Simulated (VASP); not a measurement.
# Ge (Fd-3m) in VASP: further runs

The runs below take Ge through single point, with r2SCAN.

Everything below comes from runs of VASP 6.6.1. Logs are shortened: lines on timing, memory, paths and dates and some standing lists are left out, and cuts for length are marked.

## (1) The cell of the first run

It takes space group Fd-3m (No. 227, cubic). The conventional cell has a = 5.617 Å, b = 5.617 Å, c = 5.617 Å, α = 90.00°, β = 90.00°, γ = 90.00°. Ge (site symmetry -43m) has 4 Ge at 2.43 Å within 3.2 Å.

## (2) Single point, r2SCAN, non-collinear spin, zero start, spin-orbit coupling (strain -1.0%)

POSCAR

```
Ge
1.0
    0.0000000000      2.8085047770      2.8085047770
    2.8085047770      0.0000000000      2.8085047770
    2.8085047770      2.8085047770      0.0000000000
Ge
2
Direct
    0.0000000000      0.0000000000      0.0000000000
    0.2500000000      0.2500000000      0.2500000000
```

INCAR.step1

```
  ALGO = Normal
  EDIFF = 1E-4
  ENCUT = 520
  GGA = PE
  GGA_COMPAT = False
  ISMEAR = -1
  LASPH = True
  LCHARG = False
  LREAL = False
  LSORBIT = True
  LWAVE = True
  MAGMOM = 0 0 0 0 0 0
  NBANDS = 40
  NELM = 150
  PREC = Accurate
  SIGMA = 0.02
```

INCAR.step2

```
  ALGO = Normal
  EDIFF = 1E-6
  ENCUT = 520
  GGA_COMPAT = False
  ISIF = 2
  ISMEAR = -1
  ISTART = 1
  LASPH = True
  LCHARG = False
  LMIXTAU = True
  LORBIT = 11
  LORBMOM = True
  LREAL = False
  LSORBIT = True
  LWAVE = False
  MAGMOM = 0 0 0 0 0 0
  METAGGA = R2SCAN
  NBANDS = 40
  NELM = 150
  PREC = Accurate
  SIGMA = 0.02
```

KPOINTS

```
k-points
0
Gamma
  8 8 8
```

Potentials or basis: VASP PAW PBE potentials, release 64 (Ge_d).

On the command line:

```console
$ cat potpaw_PBE.64/Ge_d/POTCAR > POTCAR
$ cp INCAR.step1 INCAR
$ mpirun -np 1 vasp_ncl > vasp.out
$ cp INCAR.step2 INCAR
$ mpirun -np 1 vasp_ncl > vasp.out
```

OUTCAR:

```text
EDIFF = 1E-6
   ENCUT = 520
   ISIF = 2
   ISMEAR = -1
   ISTART = 1
   LASPH = True
   LORBIT = 11
   LREAL = False
   LSORBIT = True
   METAGGA = R2SCAN
   NELM = 150
   PREC = Accurate

 ion  position               nearest neighbor table
   1  0.000  0.000  0.000-   2 2.43   2 2.43   2 2.43   2 2.43
   2  0.250  0.250  0.250-   1 2.43   1 2.43   1 2.43   1 2.43

  LATTYP: Found a face centered cubic cell.
 ALAT       =     5.6170095540

  Lattice vectors:

 A1 = (   0.0000000000,   2.8085047770,   2.8085047770)
 A2 = (   2.8085047770,   0.0000000000,   2.8085047770)
 A3 = (   2.8085047770,   2.8085047770,   0.0000000000)

Analysis of symmetry for initial positions (statically):
=====================================================================
 Subroutine PRICEL returns:
 Original cell was already a primitive cell.

 Routine SETGRP: Setting up the symmetry group for a
 face centered cubic supercell.

 Subroutine GETGRP returns: Found 48 space group operations
 (whereof 24 operations were pure point group operations)
 out of a pool of 48 trial point group operations.

The static configuration has the point symmetry T_d .
 The point group associated with its full space group is O_h .

Analysis of symmetry for dynamics (positions and initial velocities):
=====================================================================
 Subroutine PRICEL returns:
 Original cell was already a primitive cell.

 Routine SETGRP: Setting up the symmetry group for a
 face centered cubic supercell.

 Subroutine GETGRP returns: Found 48 space group operations
 (whereof 24 operations were pure point group operations)
 out of a pool of 48 trial point group operations.

The dynamic configuration has the point symmetry T_d .
 The point group associated with its full space group is O_h .

Analysis of structural, dynamic, and magnetic symmetry:
=====================================================================
 Subroutine PRICEL returns:
 Original cell was already a primitive cell.

 Routine SETGRP: Setting up the symmetry group for a
 face centered cubic supercell.

 Subroutine GETGRP returns: Found 48 space group operations
 (whereof 24 operations were pure point group operations)
 out of a pool of 48 trial point group operations.

The overall configuration has the point symmetry T_d .
 The point group associated with its full space group is O_h .

 Subroutine INISYM returns: Found 48 space group operations
 (whereof 24 operations are pure point group operations),
 and found     1 'primitive' translations

----------------------------------------------------------------------------------------

                                     Primitive cell

  volume of cell :      44.3053

  direct lattice vectors                    reciprocal lattice vectors
     0.000000000  2.808504777  2.808504777    -0.178030675  0.178030675  0.178030675
     2.808504777  0.000000000  2.808504777     0.178030675 -0.178030675  0.178030675
     2.808504777  2.808504777  0.000000000     0.178030675  0.178030675 -0.178030675

  length of vectors
     3.971825546  3.971825546  3.971825546     0.308358174  0.308358174  0.308358174

  position of ions in fractional coordinates (direct lattice)
     0.000000000  0.000000000  0.000000000
     0.250000000  0.250000000  0.250000000

  ion indices of the primitive-cell ions
   primitive index   ion index
                 1           1
                 2           2

----------------------------------------------------------------------------------------

 KPOINTS: k-points

Automatic generation of k-mesh.
 Grid dimensions read from file:
 generate k-points for:    8    8    8

 Generating k-lattice:

  Cartesian coordinates                     Fractional coordinates (reciprocal lattice)
    -0.022253834  0.022253834  0.022253834     0.125000000  0.000000000  0.000000000
[... 90 lines left out ...]
  energy-cutoff  :      520.00
  volume of cell :       44.31
 maximum number of plane-waves:      2486
 NGX is ok and might be reduce to    30
   NGX = 15   NGY = 15   NGZ = 15

 number of electron      28.0000033 magnetization       0.0000000     -0.0000000      0.0000000

 number of electron      28.0000033 magnetization       0.0000000      0.0000000      0.0000000

 number of electron      28.0000033 magnetization      -0.0000000      0.0000000     -0.0000000

 Free energy of the ion-electron system (eV)
  ---------------------------------------------------
  ext. energy  EPLUGINS =         0.00000000
  ---------------------------------------------------
  free energy    TOTEN  =       -27.74251670 eV

  energy without entropy =      -27.74251656  energy(sigma->0) =      -27.74251663

 E-fermi :   5.3184     XC(G=0): -10.9321

 val. band max:        5.1156692779   @ k =   0.0000   0.0000   0.0000
 cond. band min:       5.5349914373   @ k =   0.5000   0.0000   0.0000
 fundamental gap:      0.4193221594
 Fermi energy:         5.3183532210

 k-point     1 :       0.0000    0.0000    0.0000
  band No.  band energies     occupation
      1     -20.7718      1.00000
      2     -20.7718      1.00000
      3     -20.7718      1.00000
      4     -20.7718      1.00000
      5     -20.7032      1.00000
      6     -20.7032      1.00000
[... 1021 lines left out ...]
     39      16.7208      0.00000
     40      16.7208      0.00000

 [... further k-points ...]
[... 5 lines left out ...]
  --------------------------------------------------------------------------------------
  -------------------------------------------------------------------------------------
  Total        0.6533688      0.6533688      0.6533688     -0.0000000     -0.0000000      0.0000000
  in kB       23.6272649     23.6272649     23.6272649     -0.0000000     -0.0000000      0.0000000
  external PRESSURE =      23.6272649 kB  Pullay stress =       0.0000000 kB

 VOLUME and BASIS-vectors are now :
 -----------------------------------------------------------------------------
  energy-cutoff  :      520.00
  volume of cell :       44.31
      direct lattice vectors                 reciprocal lattice vectors
     0.000000000  2.808504777  2.808504777    -0.178030675  0.178030675  0.178030675
     2.808504777  0.000000000  2.808504777     0.178030675 -0.178030675  0.178030675
     2.808504777  2.808504777  0.000000000     0.178030675  0.178030675 -0.178030675

 POSITION                                       TOTAL-FORCE (eV/Angst)
 -----------------------------------------------------------------------------------
      0.00000      0.00000      0.00000         0.000000      0.000000      0.000000
      1.40425      1.40425      1.40425        -0.000000     -0.000000     -0.000000
 -----------------------------------------------------------------------------------
    total drift:                                0.000000      0.000000      0.000000

  FREE ENERGIE OF THE ION-ELECTRON SYSTEM (eV)
  ---------------------------------------------------
  free  energy   TOTEN  =       -27.7425167033 eV

  energy  without entropy=      -27.7425165607  energy(sigma->0) =      -27.74251663

 orbital moment (x)

 # of ion     p       d       tot
 ----------------------------------------
  1         0.000   0.000   0.000
  2         0.000   0.000   0.000
 ----------------------------------------
            0.000   0.000   0.000

 orbital moment (y)

 # of ion     p       d       tot
 ----------------------------------------
  1        -0.000   0.000  -0.000
  2        -0.000  -0.000  -0.000
 ----------------------------------------
           -0.000  -0.000  -0.000

 orbital moment (z)

 # of ion     p       d       tot
 ----------------------------------------
  1         0.000  -0.000  -0.000
  2         0.000  -0.000  -0.000
 ----------------------------------------
            0.000  -0.000  -0.000

 Spin-Orbit-Coupling matrix elements

 Ion:    1  E_soc:     -0.0173647
 l=   1
     0.0000000    -0.0019683    -0.0019683
    -0.0019683     0.0000000    -0.0019683
    -0.0019683    -0.0019683     0.0000000
 l=   2
     0.0000000    -0.0001859     0.0000000    -0.0001859    -0.0007399
    -0.0001859     0.0000000    -0.0005550    -0.0001859    -0.0001850
     0.0000000    -0.0005550     0.0000000    -0.0005550     0.0000000
    -0.0001859    -0.0001859    -0.0005550     0.0000000    -0.0001850
    -0.0007399    -0.0001850     0.0000000    -0.0001850     0.0000000
 l=   3
     0.0000000     0.0000000     0.0000000     0.0000000     0.0000000     0.0000000     0.0000000
     0.0000000     0.0000000     0.0000000     0.0000000     0.0000000     0.0000000     0.0000000
     0.0000000     0.0000000     0.0000000     0.0000000     0.0000000     0.0000000     0.0000000
     0.0000000     0.0000000     0.0000000     0.0000000     0.0000000     0.0000000     0.0000000
     0.0000000     0.0000000     0.0000000     0.0000000     0.0000000     0.0000000     0.0000000
     0.0000000     0.0000000     0.0000000     0.0000000     0.0000000     0.0000000     0.0000000
     0.0000000     0.0000000     0.0000000     0.0000000     0.0000000     0.0000000     0.0000000

 Ion:    2  E_soc:     -0.0173647
 l=   1
     0.0000000    -0.0019683    -0.0019683
    -0.0019683     0.0000000    -0.0019683
    -0.0019683    -0.0019683     0.0000000
 l=   2
     0.0000000    -0.0001859     0.0000000    -0.0001859    -0.0007399
    -0.0001859     0.0000000    -0.0005550    -0.0001859    -0.0001850
     0.0000000    -0.0005550     0.0000000    -0.0005550     0.0000000
    -0.0001859    -0.0001859    -0.0005550     0.0000000    -0.0001850
    -0.0007399    -0.0001850     0.0000000    -0.0001850     0.0000000
 l=   3
     0.0000000     0.0000000     0.0000000     0.0000000     0.0000000     0.0000000     0.0000000
     0.0000000     0.0000000     0.0000000     0.0000000     0.0000000     0.0000000     0.0000000
     0.0000000     0.0000000     0.0000000     0.0000000     0.0000000     0.0000000     0.0000000
     0.0000000     0.0000000     0.0000000     0.0000000     0.0000000     0.0000000     0.0000000
     0.0000000     0.0000000     0.0000000     0.0000000     0.0000000     0.0000000     0.0000000
     0.0000000     0.0000000     0.0000000     0.0000000     0.0000000     0.0000000     0.0000000
     0.0000000     0.0000000     0.0000000     0.0000000     0.0000000     0.0000000     0.0000000

 total charge

# of ion       s       p       d       tot
------------------------------------------
    1        1.100   1.318  10.027  12.445
    2        1.100   1.318  10.027  12.445
--------------------------------------------------
tot          2.201   2.635  20.053  24.889

 magnetization (x)

# of ion       s       p       d       tot
------------------------------------------
    1       -0.000  -0.000   0.000  -0.000
    2        0.000  -0.000   0.000   0.000
--------------------------------------------------
tot          0.000  -0.000   0.000  -0.000

 magnetization (y)

# of ion       s       p       d       tot
------------------------------------------
    1        0.000   0.000  -0.000   0.000
    2        0.000   0.000  -0.000   0.000
--------------------------------------------------
tot          0.000   0.000  -0.000   0.000

 magnetization (z)

# of ion       s       p       d       tot
------------------------------------------
    1        0.000   0.000   0.000   0.000
    2        0.000   0.000   0.000   0.000
--------------------------------------------------
tot          0.000   0.000   0.000   0.000
```

Run time: 14 min. Hardware: 1 thread of Oxide Virtual Turin-like, shared host; peak memory 0.32 GiB.

Results:

* Free energy: -27.7425 eV
* Pressure: 2.4 GPa
* Net moment: 0.00 μB per cell
* Valence electrons inside the program's atomic spheres: Ge 12.45

Moments on the atoms (μB; x, y, z):
```
Ge  0.00 0.00 0.00
Ge  0.00 0.00 0.00
```

Caveat: the cell differs from its parent crystal (strain -1.0%); the PAW data sets were made with another functional, which shifts forces and pressure a little.

[end of part 1 of 2]
